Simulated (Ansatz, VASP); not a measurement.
**SiO2 in VASP and in Ansatz**

```
Si O
1.0
     4.99300    0.00000    0.00000
     0.00000    4.99300    0.00000
     0.00000    0.00000    7.00500
Si O
4 8
Direct
  0.30241 0.30241 0.00000
  0.19759 0.80241 0.25000
  0.69759 0.69759 0.50000
  0.80241 0.19759 0.75000
  0.23776 0.11089 0.18195
  0.38911 0.73776 0.43195
  0.76224 0.88911 0.68195
  0.61089 0.26224 0.93195
  0.73776 0.38911 0.56805
  0.88911 0.76224 0.31805
  0.26224 0.61089 0.06805
  0.11089 0.23776 0.81805
```

Alike in both runs: task electric field gradients; functional r2SCAN; k mesh 5 × 5 × 3; occupations fermi-dirac, width 0.02 eV; no spin polarisation.

```csv
,VASP,Ansatz
version,VASP 6.6.1,Ansatz 0.2.0
potentials or method,"VASP PAW PBE potentials, release 64 (Si, O)","plane-wave PAW, scalar-relativistic"
plane-wave cutoff (eV),520,500
valence electrons in the cell,64,64
```

```tsv
	VASP	Ansatz	Ansatz less VASP
gap on the k mesh at the Fermi level (eV)	6.24	6.24	0.000
pressure (GPa)	-3.6	-3.8	-0.18
traceless stress, the component that is largest in VASP (GPa)	-0.68	-0.65	+0.023
rms of the force components (eV/Å)	0.133	0.132	-0.0010
size of Vzz on the site where it differs most (V/Å²)	89.8	94.5	+4.66
```

VASP's potentials were made for PBE, not for r2SCAN. Atom by atom the forces differ by 0.009 eV/Å (rms over components). With one functional, cell and mesh, what is left measures potentials, basis and numerics.
